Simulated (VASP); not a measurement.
# Zr3S2 in VASP: notebook, part 2 of 2

VASP 6.6.1.

### 3 Single point, PBE

The input, INCAR:

```
ALGO = Normal
EDIFF = 1E-7
ENCUT = 520
GGA = PE
ISIF = 2
ISMEAR = -1
LASPH = T
LCHARG = F
LREAL = F
LWAVE = F
NBANDS = 32
NELM = 100
PREC = Accurate
SIGMA = 0.1
```

The input, KPOINTS:

```
k-points
0
Gamma
  5 5 5
```

The input, POSCAR:

```
Zr3S2
1.0
    2.9025380000      1.6757810000      3.4877730000
   -2.9025380000      1.6757810000      3.4877730000
    0.0000000000     -3.3515620000      3.4877730000
Zr S
3 2
Direct
    0.1513273886      0.8287813886      0.5198912229
    0.5000000000      0.1612730000      0.8387270000
    0.8387270000      0.5000000000      0.1612730000
    0.3349770000      0.3349770000      0.3349770000
    0.6650230000      0.6650230000      0.6650230000
```

Potentials or basis: VASP PAW PBE potentials, release 64 (Zr_sv, S).

Launch:

```bash
cat potpaw_PBE.64/Zr_sv/POTCAR potpaw_PBE.64/S/POTCAR > POTCAR
mpirun -np 1 vasp_std > vasp.out
```

OUTCAR:

```text
EDIFF = 1E-7
   ENCUT = 520
   GGA = PE
   ISIF = 2
   ISMEAR = -1
   LASPH = T
   LREAL = F
   NELM = 100
   PREC = Accurate

 ion  position               nearest neighbor table
   1  0.151  0.829  0.520-   5 2.54   5 2.62   4 2.62   4 2.67   3 3.22   2 3.27   2 3.36   3 3.38
                             2 3.42   3 3.46   2 3.49   3 3.49
   2  0.500  0.161  0.839-   4 2.61   5 2.61   5 2.62   4 2.62   1 3.27   3 3.32   3 3.32   1 3.36
                             3 3.41   1 3.42   3 3.49   1 3.49
[... 1047 lines left out ...]
  --------------------------------------------------------------------------------------
  -------------------------------------------------------------------------------------
  Total       -0.4341556     -0.3816653     -0.4382165      0.2476307      0.0621186      0.4983900
  in kB       -6.8337853     -6.0075677     -6.8977057      3.8978078      0.9777719      7.8448610
  external PRESSURE =      -6.5796862 kB  Pullay stress =       0.0000000 kB

 VOLUME and BASIS-vectors are now :
 -----------------------------------------------------------------------------
  energy-cutoff  :      520.00
  volume of cell :      101.79
      direct lattice vectors                 reciprocal lattice vectors
     2.902538000  1.675781000  3.487773000     0.172263033  0.099456114  0.095571969
    -2.902538000  1.675781000  3.487773000    -0.172263033  0.099456114  0.095571969
     0.000000000 -3.351562000  3.487773000     0.000000000 -0.198912229  0.095571969

 POSITION                                       TOTAL-FORCE (eV/Angst)
 -----------------------------------------------------------------------------------
     -1.96634     -0.10000      5.23166         0.093411      0.867261      0.387748
      0.98317     -1.70290      5.23166        -0.116381     -0.132876     -0.010096
      0.98317      1.70290      5.23166         0.065143     -0.257228     -0.008939
      0.00000      0.00000      3.50497         0.081288     -0.225823     -0.147433
      0.00000      0.00000      6.95835        -0.123462     -0.251333     -0.221280
 -----------------------------------------------------------------------------------
    total drift:                                0.000013     -0.000068     -0.000012

  FREE ENERGIE OF THE ION-ELECTRON SYSTEM (eV)
  ---------------------------------------------------
  free  energy   TOTEN  =       -39.2285981918 eV

  energy  without entropy=      -39.1291124625  energy(sigma->0) =      -39.17885533
```

OSZICAR:

```text
N       E                     dE             d eps       ncg     rms          rms(c)
DAV:   1     0.444774546335E+03    0.44477E+03   -0.24872E+04  4032   0.146E+03
DAV:   2    -0.458981590229E+01   -0.44936E+03   -0.43383E+03  4776   0.408E+02
DAV:   3    -0.383833330148E+02   -0.33794E+02   -0.33018E+02  6352   0.898E+01
DAV:   4    -0.410862754406E+02   -0.27029E+01   -0.26898E+01  6072   0.222E+01
DAV:   5    -0.411848732179E+02   -0.98598E-01   -0.98578E-01  5792   0.414E+00    0.229E+01
DAV:   6    -0.392986468504E+02    0.18862E+01   -0.56440E+00  4824   0.114E+01    0.104E+01
DAV:   7    -0.392363410627E+02    0.62306E-01   -0.12793E+00  6760   0.485E+00    0.357E+00
DAV:   8    -0.392317103493E+02    0.46307E-02   -0.21117E-01  4808   0.202E+00    0.661E-01
DAV:   9    -0.392281906957E+02    0.35197E-02   -0.33961E-02  5040   0.812E-01    0.295E-01
DAV:  10    -0.392286012033E+02   -0.41051E-03   -0.36914E-03  5936   0.442E-01    0.691E-02
DAV:  11    -0.392286243267E+02   -0.23123E-04   -0.52299E-04  5960   0.175E-01    0.608E-02
DAV:  12    -0.392286023250E+02    0.22002E-04   -0.53407E-05  5336   0.536E-02    0.368E-02
DAV:  13    -0.392285978164E+02    0.45085E-05   -0.16195E-05  6040   0.242E-02    0.284E-03
DAV:  14    -0.392285981935E+02   -0.37708E-06   -0.10563E-06  6008   0.563E-03    0.190E-03
DAV:  15    -0.392285981918E+02    0.16507E-08   -0.49379E-08  3528   0.206E-03
   1 F= -.39228598E+02 E0= -.39178855E+02  d E =-.994857E-01
```

stdout:

```text
POSCAR found type information on POSCAR ZrS
 POSCAR found :  2 types and       5 ions
 scaLAPACK will be used
 LDA part: xc-table for (Slater+PW92), standard interpolation
 POSCAR, INCAR and KPOINTS ok, starting setup
 FFT: planning ... GRIDC
 FFT: planning ... GRID_SOFT
 FFT: planning ... GRID
 WAVECAR not read
 entering main loop
```

Run time: 4 min. Hardware: 1 thread of Intel Xeon 8259CL, shared host; peak memory 0.3 GiB.

What came out:

```
Free energy            : -39.2286 eV
Pressure               : -0.7 GPa
Largest force          : 0.955 eV/Å
Band gap on the k mesh : zero (bands 24 and 25 overlap by 0.24 eV)
```

Forces in eV/Å, atoms in the order of the input:
```
Zr   0.093  0.867  0.388
Zr  -0.116 -0.133 -0.010
Zr   0.065 -0.257 -0.009
S    0.081 -0.226 -0.147
S   -0.123 -0.251 -0.221
```

Levels at points of the mesh, in eV from the Fermi level:
```
           k point  band 22  band 23  band 24  band 25  band 26  band 27
(0.00, 0.00, 0.00)    -1.81     0.06     0.12     0.65     0.74     1.97
```

### 4 Single point, PBE

The input, INCAR:

```
SYSTEM = Zr3S2
  PREC = Accurate
  ENCUT = 520
  EDIFF = 1E-6
  ISMEAR = -1
  SIGMA = 0.1
  LREAL = .False.
  LASPH = .True.
  NELM = 80
  ALGO = Normal
  ISIF = 2
  LWAVE = .False.
  LCHARG = .False.
  GGA = PE
  NBANDS = 32
```

The input, KPOINTS:

```
Automatic mesh
0
Gamma
  5 5 5
  0 0 0
```

POSCAR: that of step 3 with these lines changed.

```diff
@@ -8,3 +8,3 @@
 Direct
-    0.1513273886      0.8287813886      0.5198912229
+    0.1712186114      0.8486726114      0.4801087771
     0.5000000000      0.1612730000      0.8387270000
```

Launch:

```bash
cat potpaw_PBE.64/Zr_sv/POTCAR potpaw_PBE.64/S/POTCAR > POTCAR
mpirun -np 1 vasp_std > vasp.out
```

It took 3.8 min on 1 thread of Intel Xeon 8259CL, shared host; peak memory 0.3 GiB.

Results (log left out):

```yaml
Free_energy: -39.2286 eV
Pressure: -0.7 GPa
Largest_force: 0.955 eV/Å
Band_gap_on_the_k_mesh: zero (bands 24 and 25 overlap by 0.24 eV)
```

Forces on the atoms (eV/Å):
```
Zr   0.094 -0.867 -0.388
Zr   0.065  0.257  0.009
Zr  -0.116  0.133  0.010
S   -0.123  0.251  0.221
S    0.081  0.226  0.147
```

Stress tensor (GPa, compression positive):
```
-0.68 -0.39 -0.79
-0.39 -0.60  0.10
-0.79  0.10 -0.69
```

Levels at points of the mesh, in eV from the Fermi level:
| k point | band 22 | band 23 | band 24 | band 25 | band 26 | band 27 |
| --- | --- | --- | --- | --- | --- | --- |
| (0.00, 0.00, 0.00) | -1.81 | 0.06 | 0.12 | 0.65 | 0.74 | 1.97 |

### 5 Summary

| cell | gap on the mesh (eV) | pressure (GPa) | largest force (eV/Å) |
| --- | --- | --- | --- |
| as given, atomic positions A | none | -0.8 | 0.05 |
| as given, atomic positions B | none | -0.7 | 0.95 |
| as given, atomic positions C | none | -0.7 | 0.95 |

Alike in all rows: task single point; level PBE; potentials or basis VASP PAW PBE potentials, release 64 (Zr_sv, S); no spin polarisation; k mesh 5 × 5 × 5; cutoff (eV) 520; smearing fermi-dirac 0.1 eV.

Total energies depend on the potentials used, so only differences within one code and one set of settings carry meaning.
